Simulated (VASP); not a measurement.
# Si2W (I4/mmm) in VASP: a series of runs, part 2 of 2

VASP 6.6.1.

### Step 5. Single point, PBEsol (uniaxial strain along c: +3.0 %)

File INCAR:

```
PREC = Accurate ; ENCUT = 520
EDIFF = 1E-6 ; ISMEAR = 0
SIGMA = 0.1 ; LREAL = F
LASPH = T ; NELM = 80
ALGO = Normal ; ISIF = 2
LWAVE = F ; LCHARG = F
GGA = PS ; NBANDS = 31
```

File KPOINTS:

```
Automatic mesh
0
Gamma
  12 12 6
```

File POSCAR:

```
Si2W
1.0
    3.1784808156      0.0000000000      0.0000000000
    0.0000000000      3.1784808156      0.0000000000
    0.0000000000      0.0000000000      8.0502045052
Si W
4 2
Direct
    0.0000000000      0.0000000000      0.3347005708
    0.5000000000      0.5000000000      0.1652994292
    0.5000000000      0.5000000000      0.8347005708
    0.0000000000      0.0000000000      0.6652994292
    0.0000000000      0.0000000000      0.0000000000
    0.5000000000      0.5000000000      0.5000000000
```

Potentials or basis: VASP PAW PBE potentials, release 64 (Si, W_sv).

On the command line:

```sh
cat potpaw_PBE.64/Si/POTCAR potpaw_PBE.64/W_sv/POTCAR > POTCAR
mpirun -np 1 vasp_std > vasp.out
```

OUTCAR:

```text
PREC = Accurate
   ENCUT = 520
   EDIFF = 1E-6
   ISMEAR = 0
   LREAL = F
   LASPH = T
   NELM = 80
   ISIF = 2
   GGA = PS

 ion  position               nearest neighbor table
   1  0.000  0.000  0.335-   6 2.61   6 2.61   6 2.61   6 2.61   2 2.63   2 2.63   2 2.63   2 2.63
                             4 2.66   5 2.69
   2  0.500  0.500  0.165-   5 2.61   5 2.61   5 2.61   5 2.61   1 2.63   1 2.63   1 2.63   1 2.63
                             3 2.66   6 2.69
   3  0.500  0.500  0.835-   5 2.61   5 2.61   5 2.61   5 2.61   4 2.63   4 2.63   4 2.63   4 2.63
                             2 2.66   6 2.69
[... 1047 lines left out ...]
  Total        0.8124546      0.8124546     -6.6039766      0.0000000     -0.0000000      0.0000000
  in kB       16.0052910     16.0052910   -130.0978169      0.0000000     -0.0000000      0.0000000
  external PRESSURE =     -32.6957450 kB  Pullay stress =       0.0000000 kB

 VOLUME and BASIS-vectors are now :
 -----------------------------------------------------------------------------
  energy-cutoff  :      520.00
  volume of cell :       81.33
      direct lattice vectors                 reciprocal lattice vectors
     3.178480816  0.000000000  0.000000000     0.314615710  0.000000000  0.000000000
     0.000000000  3.178480816  0.000000000     0.000000000  0.314615710  0.000000000
     0.000000000  0.000000000  8.050204505     0.000000000  0.000000000  0.124220447

 POSITION                                       TOTAL-FORCE (eV/Angst)
 -----------------------------------------------------------------------------------
      0.00000      0.00000      2.69441         0.000000     -0.000000      0.040325
      1.58924      1.58924      1.33069         0.000000      0.000000     -0.040325
      1.58924      1.58924      6.71951        -0.000000     -0.000000      0.040325
      0.00000      0.00000      5.35580         0.000000      0.000000     -0.040325
      0.00000      0.00000      0.00000         0.000000      0.000000      0.000000
      1.58924      1.58924      4.02510        -0.000000     -0.000000      0.000000
 -----------------------------------------------------------------------------------
    total drift:                                0.000000      0.000000     -0.000000

  FREE ENERGIE OF THE ION-ELECTRON SYSTEM (eV)
  ---------------------------------------------------
  free  energy   TOTEN  =       -53.1735561096 eV

  energy  without entropy=      -53.1699215044  energy(sigma->0) =      -53.17173881
```

OSZICAR:

```text
N       E                     dE             d eps       ncg     rms          rms(c)
DAV:   1     0.358392792819E+03    0.35839E+03   -0.22112E+04  7144   0.144E+03
DAV:   2    -0.358681186287E+02   -0.39426E+03   -0.37992E+03  7473   0.404E+02
DAV:   3    -0.545987164631E+02   -0.18731E+02   -0.18174E+02  8937   0.790E+01
DAV:   4    -0.549315348369E+02   -0.33282E+00   -0.33052E+00  8405   0.100E+01
DAV:   5    -0.549363345104E+02   -0.47997E-02   -0.47976E-02  8529   0.132E+00    0.362E+01
DAV:   6    -0.534301881436E+02    0.15061E+01   -0.64609E+00  8302   0.150E+01    0.126E+01
DAV:   7    -0.532262831808E+02    0.20390E+00   -0.70059E-01  7999   0.382E+00    0.581E+00
DAV:   8    -0.531752671419E+02    0.51016E-01   -0.11940E-01  8386   0.215E+00    0.467E-01
DAV:   9    -0.531740655921E+02    0.12015E-02   -0.52386E-03  8728   0.386E-01    0.299E-01
DAV:  10    -0.531736349777E+02    0.43061E-03   -0.18068E-03  8506   0.298E-01    0.107E-01
DAV:  11    -0.531735564798E+02    0.78498E-04   -0.35823E-04  8418   0.120E-01    0.361E-02
DAV:  12    -0.531735578256E+02   -0.13458E-05   -0.86961E-06  7665   0.170E-02    0.137E-02
DAV:  13    -0.531735562906E+02    0.15349E-05   -0.18361E-06  5812   0.100E-02    0.290E-03
DAV:  14    -0.531735561096E+02    0.18107E-06   -0.25179E-07  4515   0.328E-03
   1 F= -.53173556E+02 E0= -.53171739E+02  d E =-.363461E-02
```

stdout:

```text
POSCAR found type information on POSCAR SiW
 POSCAR found :  2 types and       6 ions
 scaLAPACK will be used
 -----------------------------------------------------------------------------
|                                                                             |
|                                                                             |
|     You enforced a specific xc type in the INCAR file but a different       |
|     I HOPE YOU KNOW WHAT YOU ARE DOING!                                     |
|                                                                             |
 -----------------------------------------------------------------------------

 LDA part: xc-table for (Slater+PW92), standard interpolation
 POSCAR, INCAR and KPOINTS ok, starting setup
 FFT: planning ... GRIDC
 FFT: planning ... GRID_SOFT
 FFT: planning ... GRID
 WAVECAR not read
 entering main loop
```

Run time: 84 s. Hardware: 1 thread of Intel Xeon 6975P-C (Granite Rapids), shared host; peak memory 0.34 GiB.

Results:

```
Free energy            : -53.1736 eV
Pressure               : -3.3 GPa
Largest force          : 0.040 eV/Å
Band gap on the k mesh : zero (band 22 reaches 12.70 eV, above the bottom of band 23 at 11.58 eV)
```

Forces on the atoms (eV/Å):
```
Si   0.000  0.000  0.040
Si   0.000  0.000 -0.040
Si   0.000  0.000  0.040
Si   0.000  0.000 -0.040
W    0.000  0.000  0.000
W    0.000  0.000  0.000
```

Stress tensor (GPa, compression positive):
```
  1.60   0.00   0.00
  0.00   1.60   0.00
  0.00   0.00 -13.01
```

Caveat: the cell differs from its parent crystal (uniaxial strain along c: +3.0 %); the PAW data sets were made with another functional, which shifts forces and pressure a little; spin-orbit coupling is left out, which moves the levels of the heavy elements.

### Step 6. Single point, PBEsol (uniaxial strain along c: +3.0 %, then relaxed in part)

File INCAR:

```
  PREC = Accurate
  ENCUT = 520
  EDIFF = 1E-6
  ISMEAR = 0
  SIGMA = 0.1
  LREAL = F
  LASPH = T
  NELM = 80
  ALGO = Normal
  ISIF = 2
  LWAVE = F
  LCHARG = F
  GGA = PS
  NBANDS = 31
```

KPOINTS is that of step 5.

File POSCAR:

```
Si2W
1.0
    3.1858356083      0.0000000000      0.0000000000
    0.0000000000      3.1858356083      0.0000000000
    0.0000000000      0.0000000000      8.0502045052
Si W
4 2
Direct
    0.0000000000      0.0000000000      0.3350990333
    0.5000000000      0.5000000000      0.1649009667
    0.5000000000      0.5000000000      0.8350990333
    0.0000000000      0.0000000000      0.6649009667
    0.0000000000      0.0000000000      0.0000000000
    0.5000000000      0.5000000000      0.5000000000
```

Potentials or basis: VASP PAW PBE potentials, release 64 (Si, W_sv).

On the command line:

```sh
cat potpaw_PBE.64/Si/POTCAR potpaw_PBE.64/W_sv/POTCAR > POTCAR
mpirun -np 1 vasp_std > vasp.out
```

OUTCAR:

```text
PREC = Accurate
   ENCUT = 520
   EDIFF = 1E-6
   ISMEAR = 0
   LREAL = F
   LASPH = T
   NELM = 80
   ISIF = 2
   GGA = PS

 ion  position               nearest neighbor table
   1  0.000  0.000  0.335-   6 2.61   6 2.61   6 2.61   6 2.61   2 2.64   2 2.64   2 2.64   2 2.64
                             4 2.65   5 2.70
   2  0.500  0.500  0.165-   5 2.61   5 2.61   5 2.61   5 2.61   1 2.64   1 2.64   1 2.64   1 2.64
                             3 2.65   6 2.70
   3  0.500  0.500  0.835-   5 2.61   5 2.61   5 2.61   5 2.61   4 2.64   4 2.64   4 2.64   4 2.64
                             2 2.65   6 2.70
   4  0.000  0.000  0.665-   6 2.61   6 2.61   6 2.61   6 2.61   3 2.64   3 2.64   3 2.64   3 2.64
                             1 2.65   5 2.70
   5  0.000  0.000  0.000-   2 2.61   3 2.61   2 2.61   3 2.61   2 2.61   3 2.61   2 2.61   3 2.61
                             1 2.70   4 2.70
   6  0.500  0.500  0.500-   1 2.61   4 2.61   1 2.61   4 2.61   1 2.61   4 2.61   1 2.61   4 2.61
                             3 2.70   2 2.70

  LATTYP: Found a simple tetragonal cell.
 ALAT       =     3.1858356083
 C/A-ratio  =     2.5268737923

  Lattice vectors:

 A1 = (   3.1858356083,   0.0000000000,   0.0000000000)
 A2 = (   0.0000000000,   3.1858356083,   0.0000000000)
 A3 = (   0.0000000000,   0.0000000000,   8.0502045052)
[... 199 lines left out ...]

 E-fermi :  11.8173     XC(G=0): -12.5604

 val. band max:       11.8107718530   @ k =   0.0833   0.0000   0.1667
 cond. band min:      11.8240259304   @ k =   0.0833   0.0833   0.1667
 fundamental gap:      0.0132540774
 Fermi energy:        11.8173282035

 k-point     1 :       0.0000    0.0000    0.0000
  band No.  band energies     occupation
      1     -62.0986      2.00000
      2     -62.0985      2.00000
      3     -26.3920      2.00000
      4     -26.3783      2.00000
      5     -26.3117      2.00000
      6     -26.3117      2.00000
[... 805 lines left out ...]
     30      15.8000      0.00000
     31      16.8926      0.00000

 [... further k-points ...]
[... 5 lines left out ...]
  --------------------------------------------------------------------------------------
  -------------------------------------------------------------------------------------
  Total        0.1805765      0.1805765     -6.7759966      0.0000000      0.0000000      0.0000000
  in kB        3.5409376      3.5409376   -132.8709761      0.0000000      0.0000000      0.0000000
  external PRESSURE =     -41.9297003 kB  Pullay stress =       0.0000000 kB

 VOLUME and BASIS-vectors are now :
 -----------------------------------------------------------------------------
  energy-cutoff  :      520.00
  volume of cell :       81.71
      direct lattice vectors                 reciprocal lattice vectors
     3.185835608  0.000000000  0.000000000     0.313889391  0.000000000  0.000000000
     0.000000000  3.185835608  0.000000000     0.000000000  0.313889391  0.000000000
     0.000000000  0.000000000  8.050204505     0.000000000  0.000000000  0.124220447

 POSITION                                       TOTAL-FORCE (eV/Angst)
 -----------------------------------------------------------------------------------
      0.00000      0.00000      2.69762         0.000000     -0.000000     -0.007046
      1.59292      1.59292      1.32749         0.000000     -0.000000      0.007046
      1.59292      1.59292      6.72272        -0.000000     -0.000000     -0.007046
      0.00000      0.00000      5.35259        -0.000000     -0.000000      0.007046
      0.00000      0.00000      0.00000         0.000000      0.000000     -0.000000
      1.59292      1.59292      4.02510         0.000000      0.000000     -0.000000
 -----------------------------------------------------------------------------------
    total drift:                                0.000000      0.000000     -0.000000

  FREE ENERGIE OF THE ION-ELECTRON SYSTEM (eV)
  ---------------------------------------------------
  free  energy   TOTEN  =       -53.1761567896 eV

  energy  without entropy=      -53.1725384214  energy(sigma->0) =      -53.17434761
```

stdout:

```text
POSCAR found type information on POSCAR SiW
 POSCAR found :  2 types and       6 ions
 scaLAPACK will be used
 -----------------------------------------------------------------------------
|                                                                             |
|                                                                             |
|     You enforced a specific xc type in the INCAR file but a different       |
|     I HOPE YOU KNOW WHAT YOU ARE DOING!                                     |
|                                                                             |
 -----------------------------------------------------------------------------

 LDA part: xc-table for (Slater+PW92), standard interpolation
 POSCAR, INCAR and KPOINTS ok, starting setup
 FFT: planning ... GRIDC
 FFT: planning ... GRID_SOFT
 FFT: planning ... GRID
 WAVECAR not read
 entering main loop
```

It took 88 s on 1 thread of Intel Xeon 6975P-C (Granite Rapids), shared host; peak memory 0.34 GiB.

What came out:

```
Free energy            : -53.1762 eV
Pressure               : -4.2 GPa
Largest force          : 0.007 eV/Å
Band gap on the k mesh : zero (band 22 reaches 12.60 eV, above the bottom of band 23 at 11.50 eV)
```

Forces on the atoms (eV/Å):
```
Si   0.000  0.000 -0.007
Si   0.000  0.000  0.007
Si   0.000  0.000 -0.007
Si   0.000  0.000  0.007
W    0.000  0.000  0.000
W    0.000  0.000  0.000
```

Stress tensor (GPa, compression positive):
```
  0.35   0.00   0.00
  0.00   0.35   0.00
  0.00   0.00 -13.29
```

Caveat: the cell differs from its parent crystal (uniaxial strain along c: +3.0 %, then relaxed in part); the PAW data sets were made with another functional, which shifts forces and pressure a little; spin-orbit coupling is left out, which moves the levels of the heavy elements.

### Step 7. The runs side by side

```csv
cell,gap on the mesh (eV),pressure (GPa),largest force (eV/Å)
"a = 3.202, b = 3.202, c = 7.816 Å, 6 atoms",none,0.3,0.01
"a = 3.190, b = 3.190, c = 7.933 Å, 6 atoms",none,-1.6,0.02
"a = 3.194, b = 3.194, c = 7.933 Å, 6 atoms",none,-2.1,-
"a = 3.178, b = 3.178, c = 8.050 Å, 6 atoms",none,-3.3,0.04
"a = 3.186, b = 3.186, c = 8.050 Å, 6 atoms",none,-4.2,0.01
```

Alike in all rows: task single point; level PBEsol; potentials or basis VASP PAW PBE potentials, release 64 (Si, W_sv); no spin polarisation; k mesh 12 × 12 × 6; cutoff (eV) 520; smearing gaussian 0.1 eV.

Caveats: the PAW data sets were made with another functional, which shifts forces and pressure a little; spin-orbit coupling is left out, which moves the levels of the heavy elements.

Absolute energies hang on the potentials; compare differences alone.
